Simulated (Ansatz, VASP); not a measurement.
## Two plane-wave programs on Zr7Ge

```
Zr Ge
1.0
    -3.51857    3.51857    3.51857
     3.51857   -3.51857    3.51857
     3.51857    3.51857   -3.51857
Zr Ge
7 1
Cartesian
  3.5186 0.0000 0.0000
  0.0000 3.5186 0.0000
  0.0000 0.0000 3.5186
  1.7593 1.7593 1.7593
  1.7593 1.7593 -1.7593
  1.7593 -1.7593 1.7593
  -1.7593 1.7593 1.7593
  0.0000 0.0000 0.0000
```

Alike in both runs: task single point; functional PBE; k mesh 4 × 4 × 4; occupations gaussian, width 0.1 eV; collinear spin.

|  | VASP | Ansatz |
| --- | --- | --- |
| version | VASP 6.6.1 | Ansatz 0.2.0 |
| potentials or method | VASP PAW PBE potentials, release 64 (Zr_sv, Ge_d), cutoff 520 eV | scalar-relativistic, plane waves, PAW |
| valence electrons in the cell | 98 | 98 |

|  | VASP | Ansatz | Ansatz less VASP |
| --- | --- | --- | --- |
| gap on the k mesh at the Fermi level (eV) | none | none | - |
| pressure (GPa) | 0.4 | 0.3 | -0.04 |
| net moment per atom (μB) | 0.08 | 0.07 | -0.004 |

A gap of «none» marks a metal or a gap that the smearing closes. Ansatz's warnings: seeded moment not kept.
